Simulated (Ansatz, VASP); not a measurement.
CsPbCl3 in VASP and in Ansatz

INCAR

```
PREC = Accurate ; ENCUT = 500
EDIFF = 1E-6 ; ISMEAR = 0
SIGMA = 0.02 ; LREAL = F
LASPH = T ; NELM = 120
ALGO = Normal ; ISIF = 2
LWAVE = F ; LCHARG = F
GGA = PE ; NBANDS = 30
GGA_COMPAT = F
```

File KPOINTS:

```
Automatic mesh
0
Gamma
  6 6 6
```

Contents of POSCAR:

```
CsPbCl3
1.0
    5.6773369298      0.0000000000      0.0000000000
    0.0000000000      5.6773369298      0.0000000000
    0.0000000000      0.0000000000      5.6773369298
Cs Pb Cl
1 1 3
Direct
    0.0000000000      0.0000000000      0.0000000000
    0.5000000000      0.5000000000      0.5000000000
    0.5000000000      0.5000000000      0.0000000000
    0.0000000000      0.5000000000      0.5000000000
    0.5000000000      0.0000000000      0.5000000000
```

Input for Ansatz:

```yaml
crystal:
  lattice:
    - [5.6773369298, 0.0, 0.0]
    - [0.0, 5.6773369298, 0.0]
    - [0.0, 0.0, 5.6773369298]
  atoms:
    - { symbol: Cs, position: [0.0, 0.0, 0.0] }
    - { symbol: Pb, position: [0.5, 0.5, 0.5] }
    - { symbol: Cl, position: [0.5, 0.5, 0.0] }
    - { symbol: Cl, position: [0.0, 0.5, 0.5] }
    - { symbol: Cl, position: [0.5, 0.0, 0.5] }
basis:
  ecutwfc: 420
kpoints:
  mp_grid: { grid: [6, 6, 6] }
hamiltonian:
  xc: pbe
scf:
  occupations: { method: gaussian, width: 0.02 }
output:
  forces: true
  stress: true
  eigenvalues: true
```

Alike in both runs: task single point; functional PBE; k mesh 6 × 6 × 6; occupations gaussian, width 0.02 eV; no spin polarisation.

```csv
,VASP,Ansatz
version,VASP 6.6.1,Ansatz 0.2.0
potentials or method,"VASP PAW PBE potentials, release 64 (Cs_sv, Pb_d, Cl), cutoff 500 eV","scalar-relativistic, plane waves, PAW"
valence electrons in the cell,44,44
```

```tsv
	VASP	Ansatz	Ansatz less VASP
gap on the k mesh at the Fermi level (eV)	2.10	2.09	-0.009
least direct gap on the mesh (eV)	2.10	2.09	-0.009
pressure (GPa)	0.7	0.7	+0.05
```

Spin-orbit coupling is off throughout.
